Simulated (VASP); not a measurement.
# AgCl (Pm-3m) in VASP: a series of runs

AgCl is run at these levels: PBE0, PBE-based screened hybrid with 35 % exact exchange, PBE-based screened hybrid with 30 % exact exchange; tasks: single point.

Program: VASP 6.6.1. These are calculated values, not measurements. Logs are shortened: lines on timing, memory, paths and dates and some standing lists are left out, and cuts for length are marked.

## 1. The cell of the first run

It takes space group Pm-3m (No. 221, cubic). Conventional cell: a = 3.396 Å, b = 3.396 Å, c = 3.396 Å, α = 90.00°, β = 90.00°, γ = 90.00°. Within 3.9 Å of Ag (site symmetry m-3m) lie 8 Cl at 2.94 Å and 6 Ag at 3.40 Å. Within 3.9 Å of Cl (site symmetry m-3m) lie 8 Ag at 2.94 Å and 6 Cl at 3.40 Å.

## 2. Single point, PBE0

The input, POSCAR:

```
AgCl
1.0
    3.3955880419      0.0000000000      0.0000000000
    0.0000000000      3.3955880419      0.0000000000
    0.0000000000      0.0000000000      3.3955880419
Ag Cl
1 1
Direct
    0.0000000000      0.0000000000      0.0000000000
    0.5000000000      0.5000000000      0.5000000000
```

The input, INCAR.step1:

```
SYSTEM = AgCl
PREC     = Accurate       ! precision mode
ENCUT    = 520            ! plane-wave cutoff, eV
EDIFF    = 1E-5           ! SCF threshold, eV
ISMEAR   = 0              ! smearing method
SIGMA    = 0.01           ! smearing width, eV
LREAL    = .FALSE.        ! projectors in reciprocal space
LASPH    = .TRUE.         ! aspherical terms in the spheres
NELM     = 100            ! most SCF steps
ALGO     = Normal         ! electronic algorithm
ISIF     = 2              ! what is computed and relaxed
LWAVE    = .TRUE.         ! write WAVECAR
LCHARG   = .FALSE.        ! write CHGCAR
NBANDS   = 16             ! bands
GGA      = PE             ! functional
```

The input, INCAR.step2:

```
SYSTEM = AgCl
PREC     = Accurate       ! precision mode
ENCUT    = 520            ! plane-wave cutoff, eV
EDIFF    = 1E-7           ! SCF threshold, eV
ISMEAR   = 0              ! smearing method
SIGMA    = 0.01           ! smearing width, eV
LREAL    = .FALSE.        ! projectors in reciprocal space
LASPH    = .TRUE.         ! aspherical terms in the spheres
NELM     = 100            ! most SCF steps
ALGO     = Normal         ! electronic algorithm
ISIF     = 2              ! what is computed and relaxed
LWAVE    = .FALSE.        ! write WAVECAR
LCHARG   = .FALSE.        ! write CHGCAR
GGA      = PE             ! functional
LHFCALC  = .TRUE.         ! exact exchange
AEXX     = 0.25           ! exact-exchange fraction
PRECFOCK = Normal       
NBANDS   = 16             ! bands
ISTART   = 1
```

The input, KPOINTS:

```
Automatic mesh
0
G
  4 4 4
  0 0 0
```

Potentials or basis: VASP PAW PBE potentials, release 64 (Ag, Cl).

The run is started by

```bash
> cat potpaw_PBE.64/Ag/POTCAR potpaw_PBE.64/Cl/POTCAR > POTCAR
> cp INCAR.step1 INCAR
> mpirun -np 1 vasp_std > vasp.out
> cp INCAR.step2 INCAR
> mpirun -np 1 vasp_std > vasp.out
```

OUTCAR:

```text
SYSTEM = AgCl
   PREC = Accurate
   ENCUT = 520
   EDIFF = 1E-7
   ISMEAR = 0
   LREAL = .FALSE.
   LASPH = .TRUE.
   NELM = 100
   ISIF = 2
   GGA = PE
   LHFCALC = .TRUE.
   AEXX = 0.25
   PRECFOCK = Normal
   ISTART = 1

 ion  position               nearest neighbor table
   1  0.000  0.000  0.000-   2 2.94   2 2.94   2 2.94   2 2.94   2 2.94   2 2.94   2 2.94   2 2.94

   2  0.500  0.500  0.500-   1 2.94   1 2.94   1 2.94   1 2.94   1 2.94   1 2.94   1 2.94   1 2.94

  LATTYP: Found a simple cubic cell.
 ALAT       =     3.3955880419

  Lattice vectors:

 A1 = (   3.3955880419,   0.0000000000,   0.0000000000)
 A2 = (   0.0000000000,   3.3955880419,   0.0000000000)
 A3 = (   0.0000000000,   0.0000000000,   3.3955880419)

Analysis of symmetry for initial positions (statically):
=====================================================================
 Subroutine PRICEL returns:
 Original cell was already a primitive cell.

 Routine SETGRP: Setting up the symmetry group for a
 simple cubic supercell.

 Subroutine GETGRP returns: Found 48 space group operations
 (whereof 48 operations were pure point group operations)
 out of a pool of 48 trial point group operations.

The static configuration has the point symmetry O_h .

Analysis of symmetry for dynamics (positions and initial velocities):
=====================================================================
 Subroutine PRICEL returns:
 Original cell was already a primitive cell.

 Routine SETGRP: Setting up the symmetry group for a
 simple cubic supercell.

 Subroutine GETGRP returns: Found 48 space group operations
 (whereof 48 operations were pure point group operations)
 out of a pool of 48 trial point group operations.

The dynamic configuration has the point symmetry O_h .

 Subroutine INISYM returns: Found 48 space group operations
 (whereof 48 operations are pure point group operations),
 and found     1 'primitive' translations

----------------------------------------------------------------------------------------

                                     Primitive cell

  volume of cell :      39.1512

  direct lattice vectors                    reciprocal lattice vectors
[... 76 lines left out ...]
   IBRION =     -1    ionic relax: 0-MD 1-quasi-New 2-CG
   NFREE  =      0    steps in history (QN), initial steepest desc. (CG)
   ISIF   =      2    stress and relaxation
   ISYM   =      3    0-nonsym 1-usesym 2-fastsym
   POTIM  = 0.5000    time-step for ionic-motion
   TEBEG  =    0.0;   TEEND  =   0.0 temperature during run
   PSTRESS=    0.0 pullay stress
   NELECT =      18.0000    total number of electrons
   NUPDOWN=      -1.0000    fix difference up-down
   EMIN   =  10.00;   EMAX   =-10.00  energy-range for DOS
   EFERMI =   0.00;   METHOD = LEGACY
   ISMEAR =     0;   SIGMA  =   0.01  broadening in eV -4-tet -1-fermi 0-gaus
   EFERMI_NEDOS =   21; number of points for ismear=-14 and -15
   IALGO  =     38    algorithm
   IMIX   =      1    mixing-type and parameters
     AMIX     =   0.40;   BMIX     =  1.00
     AMIX_MAG =   1.60;   BMIX_MAG =  1.00
  volume/ion in A,a.u.               =      19.58       132.10
  Fermi-wavevector in a.u.,A,eV,Ry     =   1.263525  2.387717 21.721655  1.596497
  Thomas-Fermi vector in A             =   2.396878
   LORBIT       =      0    0 simple, 1 ext, 2 COOP (PROOUT), +10 PAW based schemes
   GGA     = PE    functional components
   LHFCALC =     T    Hartree Fock is set to
   PRECFOCK=normal    Normal, Fast or Accurate (Low or Medium for compatibility)
   ENCUT4O =  -1.0   cutoff for four orbital integrals eV
   NKREDX  =     1    reduce k-point grid by
   NKREDY  =     1    reduce k-point grid by
   NKREDZ  =     1    reduce k-point grid by
   AEXX    =    0.2500 exact exchange contribution
   HFSCREEN=    0.0000 screening length (either q_TF or 0.3 A-1)
   HFSCREENC=   0.0000 screening length for correlation (either q_TF or 0.3 A-1)
   ENCUTFOCK=  -1.0 apply spherical cutoff to Coloumb kernel
   IVDW    =     0    specifies the selected vdW correction
   LEPSILON=     F    determine dielectric tensor
   LRPA    =     F    only Hartree local field effects (RPA)
 non-spin polarized calculation
 Gauss-broadening in eV      SIGMA  =   0.01
  energy-cutoff  :      520.00
  volume of cell :       39.15
 maximum number of plane-waves:      1074
 NGX is ok and might be reduce to    28
  NGX = 20; NGY = 20; NGZ = 20

 number of electron      18.0000002 magnetization

 Free energy of the ion-electron system (eV)
  ---------------------------------------------------
  ext. energy  EPLUGINS =         0.00000000
  ---------------------------------------------------
  free energy    TOTEN  =        -6.92775938 eV

  energy without entropy =       -6.92775938  energy(sigma->0) =       -6.92775938

 E-fermi :   3.0714     XC(G=0):  -8.2922

 val. band max:        2.9579769894   @ k =   0.5000   0.0000   0.0000
 cond. band min:       5.7066906556   @ k =   0.0000   0.0000   0.0000
 fundamental gap:      2.7487136661
 Fermi energy:         3.0713810123

 k-point     1 :       0.0000    0.0000    0.0000
  band No.  band energies     occupation
      1     -13.0586      2.00000
      2      -0.4451      2.00000
      3      -0.4451      2.00000
      4       0.5476      2.00000
      5       0.5476      2.00000
      6       0.5476      2.00000
[... 167 lines left out ...]
      3      -2.0607      2.00000
      4      -2.0607      2.00000
      5       0.9737      2.00000
      6       0.9737      2.00000
[... 8 lines left out ...]
     15      23.4139      0.00000
     16      23.4139      0.00000

------------------------ aborting loop because EDIFF is reached ----------------------------------------

  FORCE on cell =-STRESS in cart. coord.  units (eV):
  Direction    XX          YY          ZZ          XY          YZ          ZX
  --------------------------------------------------------------------------------------
  -------------------------------------------------------------------------------------
  Total        0.2495914      0.2495914      0.2495914     -0.0000000     -0.0000000      0.0000000
  in kB       10.2139836     10.2139836     10.2139836     -0.0000000     -0.0000000      0.0000000
  external PRESSURE =      10.2139836 kB  Pullay stress =       0.0000000 kB

 VOLUME and BASIS-vectors are now :
 -----------------------------------------------------------------------------
  energy-cutoff  :      520.00
  volume of cell :       39.15
      direct lattice vectors                 reciprocal lattice vectors
     3.395588042  0.000000000  0.000000000     0.294499800  0.000000000  0.000000000
     0.000000000  3.395588042  0.000000000     0.000000000  0.294499800  0.000000000
     0.000000000  0.000000000  3.395588042     0.000000000  0.000000000  0.294499800

 POSITION                                       TOTAL-FORCE (eV/Angst)
 -----------------------------------------------------------------------------------
      0.00000      0.00000      0.00000         0.000000      0.000000      0.000000
      1.69779      1.69779      1.69779         0.000000      0.000000      0.000000
 -----------------------------------------------------------------------------------
    total drift:                                0.000000      0.000000      0.000000

  FREE ENERGIE OF THE ION-ELECTRON SYSTEM (eV)
  ---------------------------------------------------
  free  energy   TOTEN  =        -6.9277593798 eV

  energy  without entropy=       -6.9277593798  energy(sigma->0) =       -6.92775938
```

Run time: 13 min. Hardware: 1 thread of Intel Xeon 8259CL, shared host; peak memory 0.17 GiB.

Results:

```
Free energy            : -6.9278 eV
Pressure               : 1.0 GPa
Band gap on the k mesh : 2.75 eV (least direct gap 4.32 eV)
```

Levels at points of the mesh, in eV from the valence-band top:
```tsv
k point	band 7	band 8	band 9	band 10	band 11	band 12
(0.00, 0.00, 0.00)	-1.58	-1.58	-1.58	2.75	11.60	11.60
(0.50, 0.00, 0.00)	-1.87	0.00	0.00	7.08	8.24	11.52
(0.50, 0.50, 0.00)	-2.71	-2.01	-0.87	4.98	11.56	11.56
(0.50, 0.50, 0.50)	-0.32	-0.32	-0.32	6.79	6.79	6.79
```

Caveat: the k points lie up to 0.46 Å⁻¹ apart; the PAW data sets were made with another functional, which shifts forces and pressure a little. A k mesh can miss the band edges.

## 3. Single point, PBE-based screened hybrid with 35 % exact exchange

POSCAR is that of step 2.

The input, INCAR.step1:

```
SYSTEM = AgCl
ALGO     = Normal         ! electronic algorithm
EDIFF    = 1E-5           ! SCF threshold, eV
ENCUT    = 520            ! plane-wave cutoff, eV
GGA      = PE             ! functional
ISIF     = 2              ! what is computed and relaxed
ISMEAR   = 0              ! smearing method
LASPH    = .TRUE.         ! aspherical terms in the spheres
LCHARG   = .FALSE.        ! write CHGCAR
LREAL    = .FALSE.        ! projectors in reciprocal space
LWAVE    = .TRUE.         ! write WAVECAR
NBANDS   = 16             ! bands
NELM     = 100            ! most SCF steps
PREC     = Accurate       ! precision mode
SIGMA    = 0.01           ! smearing width, eV
```

The input, INCAR.step2:

```
SYSTEM = AgCl
AEXX     = 0.35           ! exact-exchange fraction
ALGO     = Normal         ! electronic algorithm
EDIFF    = 1E-7           ! SCF threshold, eV
ENCUT    = 520            ! plane-wave cutoff, eV
GGA      = PE             ! functional
HFSCREEN = 0.3            ! screening, 1/A
ISIF     = 2              ! what is computed and relaxed
ISMEAR   = 0              ! smearing method
ISTART   = 1            
LASPH    = .TRUE.         ! aspherical terms in the spheres
LCHARG   = .FALSE.        ! write CHGCAR
LHFCALC  = .TRUE.         ! exact exchange
LREAL    = .FALSE.        ! projectors in reciprocal space
LWAVE    = .FALSE.        ! write WAVECAR
NBANDS   = 16             ! bands
NELM     = 100            ! most SCF steps
PREC     = Accurate       ! precision mode
PRECFOCK = Normal       
SIGMA    = 0.01           ! smearing width, eV
```

The input, KPOINTS:

```
k-points
0
G
  4 4 4
  0 0 0
```

Potentials or basis: VASP PAW PBE potentials, release 64 (Ag, Cl).

The run is started by

```bash
> cat potpaw_PBE.64/Ag/POTCAR potpaw_PBE.64/Cl/POTCAR > POTCAR
> cp INCAR.step1 INCAR
> mpirun -np 1 vasp_std > vasp.out
> cp INCAR.step2 INCAR
> mpirun -np 1 vasp_std > vasp.out
```

Run time: 13 min. Hardware: 1 thread of Intel Xeon 8259CL, shared host; peak memory 0.27 GiB.

The run converged. Its results:

* Free energy: -6.5720 eV
* Pressure: 1.3 GPa
* Band gap on the k mesh: 2.29 eV (least direct gap 3.83 eV)

Levels at points of the mesh, in eV from the valence-band top:
| k point | band 5 | band 6 | band 7 | band 8 | band 9 | band 10 | band 11 | band 12 | band 13 | band 14 |
| --- | --- | --- | --- | --- | --- | --- | --- | --- | --- | --- |
| (0.00, 0.00, 0.00) | -2.56 | -2.56 | -1.54 | -1.54 | -1.54 | 2.29 | 11.05 | 11.05 | 16.27 | 16.27 |
| (0.50, 0.00, 0.00) | -3.37 | -2.51 | -1.98 | 0.00 | 0.00 | 6.60 | 7.77 | 10.99 | 11.95 | 11.95 |
| (0.50, 0.50, 0.00) | -2.87 | -2.87 | -2.84 | -2.15 | -0.82 | 4.46 | 11.11 | 11.11 | 12.41 | 15.78 |
| (0.50, 0.50, 0.50) | -2.13 | -2.13 | -0.37 | -0.37 | -0.37 | 6.28 | 6.28 | 6.28 | 9.33 | 20.06 |

Caveat: the k points lie up to 0.46 Å⁻¹ apart; the PAW data sets were made with another functional, which shifts forces and pressure a little. A k mesh can miss the band edges.

## 4. Single point, PBE-based screened hybrid with 30 % exact exchange

POSCAR is that of step 3.

The input, INCAR.step1:

```
PREC = Accurate ; ENCUT = 520
EDIFF = 1E-5 ; ISMEAR = 0
SIGMA = 0.01 ; LREAL = F
LASPH = T ; NELM = 80
ALGO = Normal ; ISIF = 2
LWAVE = T ; NBANDS = 16
GGA = PE
```

The input, INCAR.step2:

```
PREC = Accurate ; ENCUT = 520
EDIFF = 1E-6 ; ISMEAR = 0
SIGMA = 0.01 ; LREAL = F
LASPH = T ; NELM = 80
ALGO = Normal ; ISIF = 2
LWAVE = F ; LCHARG = T
GGA = PE ; LHFCALC = T
AEXX = 0.3 ; HFSCREEN = 0.3
PRECFOCK = Normal ; LELF = T
LVHAR = T ; NBANDS = 16
ISTART = 1
```

The input, KPOINTS:

```
Automatic mesh
0
Gamma
  4 4 4
```

The run is started by

```bash
> cat potpaw_PBE.64/Ag/POTCAR potpaw_PBE.64/Cl/POTCAR > POTCAR
> cp INCAR.step1 INCAR
> mpirun -np 1 vasp_std > vasp.out
> cp INCAR.step2 INCAR
> mpirun -np 1 vasp_std > vasp.out
```

Run time: 9.8 min. Hardware: 1 thread of Intel Xeon 8259CL, shared host; peak memory 0.27 GiB.

The run converged. Its results:

```
Free energy            : -6.3442 eV
Pressure               : 1.4 GPa
Band gap on the k mesh : 2.03 eV (least direct gap 3.59 eV)
```

Levels at points of the mesh, in eV from the valence-band top:
```csv
k point,band 6,band 7,band 8,band 9,band 10,band 11,band 12,band 13
"(0.00, 0.00, 0.00)",-2.46,-1.55,-1.55,-1.55,2.03,10.81,10.81,15.93
"(0.50, 0.00, 0.00)",-2.41,-1.91,0.00,0.00,6.35,7.46,10.74,11.67
"(0.50, 0.50, 0.00)",-2.77,-2.75,-2.06,-0.83,4.21,10.81,10.81,12.16
"(0.50, 0.50, 0.50)",-2.04,-0.34,-0.34,-0.34,6.05,6.05,6.05,8.98
```

Caveat: the k points lie up to 0.46 Å⁻¹ apart; the PAW data sets were made with another functional, which shifts forces and pressure a little.

## 5. Summary

```tsv
level	share of exact exchange	screening parameter	gap on the mesh (eV)	pressure (GPa)
PBE0	0.25	-	2.75	1.0
PBE-based screened hybrid with 35 % exact exchange	0.35	0.3 1/Å	2.29	1.3
PBE-based screened hybrid with 30 % exact exchange	0.3	0.3 1/Å	2.03	1.4
```

Alike in all rows: task single point; potentials or basis VASP PAW PBE potentials, release 64 (Ag, Cl); no spin polarisation; cell as given; k mesh 4 × 4 × 4; cutoff (eV) 520; smearing gaussian 0.01 eV.

Caveats: all runs use coarse meshes; the PAW data sets were made with another functional, which shifts forces and pressure a little.

Total energies depend on the potentials used, so only differences within one code and one set of settings carry meaning.
